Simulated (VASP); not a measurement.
Write the native input for VASP 6.6.1 that does the following.

```yaml
Task: single point
Functional: PBE
Dispersion: D3(BJ)
Potentials_or_basis: VASP PAW PBE potentials, release 64 (O, H, S)
Cutoff: 520 eV
k_mesh: 1 × 1 × 1
Occupations: fermi-dirac, width 0.02 eV
Spin: no spin polarisation
Dipole_correction: no
Further_INCAR_settings: LREAL = Auto; ALGO = Normal; EDIFF = 1e-06; NBANDS = 71
```

The structure of H20SO12 lies in POSCAR:

```
H20SO12
1.0
    7.8633030000      0.0000000000      0.0000000000
    0.0000000000      7.8633030000      0.0000000000
    0.0000000000      0.0000000000      7.8633030000
O H S
12 20 1
Direct
   -0.0094871074      0.1843881636      0.1865373877
    0.2243204923      0.7047165803     -0.0636628145
    0.8730682259      0.0615263077      0.5265471774
    0.3093229397      0.9770448881      0.1284829034
    0.6412953946      0.3159868061      0.6419948462
    0.5870179491      0.6662340240      0.6570139800
    0.6419312597      0.1679574092      0.9597239226
    0.3202598196      0.7349710421      0.3630281066
    0.5246014302      0.5050803714      0.0030521525
    0.2741977513      0.1539429423      0.7471923694
    1.0120937728      0.6715117044      0.6554624691
    1.0511486077      0.4072843181      0.8191850168
    0.0266300307      0.3023538582      0.1923491947
    0.0882580768      0.1239936958      0.1443795311
    0.2394795164      0.8231782496     -0.0025434604
    0.3182504858      0.6295827593     -0.0135820787
    0.8858872665      0.0872788445      0.4036598869
    0.9867481897      0.0379229950      0.5626007290
    0.4099422342      1.0260065013      0.0792287923
    0.3359148185      0.9020509575      0.2291530671
    0.6655472897      0.4449402497      0.6097564853
    0.7324784508      0.2435490531      0.5917487855
    0.6394768204      0.7787312787      0.6300151476
    0.5377256860      0.6672895601      0.7743056576
    0.7527879824      0.1788561372      1.0118394268
    0.6466748134      0.2113997133      0.8373961934
    0.2150622963      0.7477137788      0.4250631064
    0.4020066377      0.7226861282      0.4554701758
    0.5778614915      0.5148854114      0.1139724617
    0.5654366874      0.3948213620     -0.0369564800
    0.2160923978      0.2620527277      0.7599605408
    0.3467753945      0.1907340974      0.6464459019
    0.9897494730      0.5837114505      0.8132714713
```

These files were run (other wordings do the same):

INCAR

```
ALGO = Normal
EDIFF = 1E-6
ENCUT = 520
GGA = PE
GGA_COMPAT = False
ISIF = 2
ISMEAR = -1
IVDW = 12
LASPH = True
LCHARG = False
LREAL = Auto
LWAVE = False
NBANDS = 71
NELM = 120
PREC = Accurate
SIGMA = 0.02
```

KPOINTS

```
k-points
0
Gamma
  1 1 1
```

Potentials or basis: VASP PAW PBE potentials, release 64 (O, H, S).

Launch:

```console
$ cat potpaw_PBE.64/O/POTCAR potpaw_PBE.64/H/POTCAR potpaw_PBE.64/S/POTCAR > POTCAR
$ mpirun -np 1 vasp_gam > vasp.out
```

Results of the run:

```
Pressure                   : -1.4 GPa
Largest force              : 2.759 eV/Å
Band gap on the k mesh     : 3.38 eV
Dispersion energy per atom : -0.029 eV
```

Caveat: the k points lie up to 0.80 Å⁻¹ apart.

Wall time 41 s on 1 thread of AMD EPYC 9R45 96-Core Processor (Zen 5), on a shared host, peak memory 0.41 GiB.
